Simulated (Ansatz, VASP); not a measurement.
**One calculation of Ag, two programs**

The input INCAR:

```
ALGO = Fast
EDIFF = 1E-7
ENCUT = 520
GGA = PS
ISIF = 2
ISMEAR = 0
LASPH = T
LCHARG = F
LREAL = F
LWAVE = F
NBANDS = 12
NELM = 100
PREC = Accurate
SIGMA = 0.15
```

Contents of KPOINTS:

```
k-points
0
Gamma
  22 22 22
```

POSCAR

```
Ag
1.0
    0.0000000000      1.7848122475      2.6772183713
    1.7848122475      0.0000000000      2.6772183713
    1.7848122475      1.7848122475      0.0000000000
Ag
1
Direct
    0.0000000000      0.0000000000      0.0000000000
```

Input for Ansatz:

```yaml
crystal:
  lattice:
    - [0.0, 1.7848122475, 2.6772183713]
    - [1.7848122475, 0.0, 2.6772183713]
    - [1.7848122475, 1.7848122475, 0.0]
  atoms:
    - { symbol: Ag, position: [0.0, 0.0, 0.0] }
basis:
  ecutwfc: 420
kpoints:
  mp_grid: { grid: [22, 22, 22] }
hamiltonian:
  xc: pbesol
scf:
  occupations: { method: gaussian, width: 0.15 }
output:
  forces: true
  stress: true
  eigenvalues: true
  write_density: true
  write_potential: true
  elf: true
  volumetric_format: npy
```

Alike in both runs: task single point; functional PBEsol; k mesh 22 × 22 × 22; occupations gaussian, width 0.15 eV; no spin polarisation.

|  | VASP | Ansatz |
| --- | --- | --- |
| version | VASP 6.6.1 | Ansatz 0.2.0 |
| potentials or method | VASP PAW PBE potentials, release 64 (Ag), cutoff 520 eV | scalar-relativistic, plane waves, PAW |
| valence electrons in the cell | 11 | 19 |

|  | VASP | Ansatz | Ansatz less VASP |
| --- | --- | --- | --- |
| gap on the k mesh at the Fermi level (eV) | none | none | - |
| pressure (GPa) | 11.5 | 11.9 | +0.36 |
| traceless stress, the component that is largest in VASP (GPa) | -26.57 | -26.84 | -0.272 |

VASP's potentials were made for PBE, not for PBEsol. A gap of «none» marks a metal or a gap that the smearing closes. With one functional, cell and mesh, what is left measures potentials, basis and numerics. VASP's potentials hold 11 valence electrons a cell and Ansatz's 19, so a difference there can come from the potentials and not from the codes.
